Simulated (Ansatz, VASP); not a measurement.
**BaF2: VASP beside Ansatz**

```
Ba F
1.0
     0.00000    2.94505    3.10005
     2.94505    0.00000    3.10005
     2.94505    2.94505    0.00000
Ba F
1 2
Direct
  0.00000 0.00000 0.00000
  0.25000 0.25000 0.25000
  0.75000 0.75000 0.75000
```

Change from the starting cell: strain -0.050 along x and y, +0.000 along z, atoms carried along.

Alike in both runs: task single point; functional PBE; k mesh 6 × 6 × 6; occupations gaussian, width 0.05 eV; no spin polarisation.

|  | VASP | Ansatz |
| --- | --- | --- |
| version | VASP 6.6.1 | Ansatz 0.2.0 |
| potentials or method | VASP PAW PBE potentials, release 64 (Ba_sv, F), cutoff 600 eV | scalar-relativistic, plane waves, PAW |
| valence electrons in the cell | 24 | 24 |

Ansatz gave:

```
gap on the k mesh at the Fermi level (eV)                     : 7.23
least direct gap on the mesh (eV)                             : 7.36
pressure (GPa)                                                : 9.0
traceless stress, the component that is largest in VASP (GPa) : -1.60
```

**Question.** Which values does VASP return?

**Answer.** gap on the k mesh at the Fermi level (eV): 7.15; least direct gap on the mesh (eV): 7.25; pressure (GPa): 10.6; traceless stress, the component that is largest in VASP (GPa): -1.52.

Neither program's run includes spin-orbit coupling.
